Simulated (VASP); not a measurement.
WS:

```
W S
1.0
     3.00789    0.00000    0.00000
     0.00000    3.00789    0.00000
     0.00000    0.00000    3.00789
W S
1 1
Direct
  0.50000 0.50000 0.50000
  0.00000 0.00000 0.00000
```

| Property | Result |
| --- | --- |
| Program | VASP 6.6.1 |
| Task | relaxation of cell and atoms |
| Functional | PBE-based screened hybrid with 25 % exact exchange |
| Potentials or basis | VASP PAW PBE potentials, release 64 (W_sv, S) |
| Cutoff | 600 eV |
| k mesh | 5 × 5 × 5 |
| Occupations | fermi-dirac, width 0.05 eV |
| Spin | no spin polarisation |

At the start: pressure -7.6 GPa; volume 13.61 Å³/atom.

**Question.** Where does the relaxation end?

**Answer.** Over 4 steps the energy falls by 9.5 meV/atom and the volume is 13.22 Å³/atom (-2.9 %); space group Pm-3m (No. 221, to 0.1 Å) before and after.

Step by step:
```csv
step,energy change (eV),largest force (eV/Å),pressure (GPa),volume (Å³)
1,0.0000,0.0000,-7.56,27.21
2,0.0842,0.0000,21.07,24.76
3,-0.0190,0.0000,-0.15,26.45
4,-0.0190,0.0000,-0.06,26.43
```

Final structure:
```xyz
2
Lattice="2.9789 0.0000 0.0000 0.0000 2.9789 0.0000 0.0000 0.0000 2.9789" Properties=species:S:1:pos:R:3 pbc="T T T"
W     1.4894    1.4894    1.4894
S     0.0000    0.0000    0.0000
```

Caveat: the k points lie up to 0.42 Å⁻¹ apart in the final cell, too coarse for converged energies and pressures of a metal; the PAW data sets were made with another functional, which shifts forces and pressure a little.
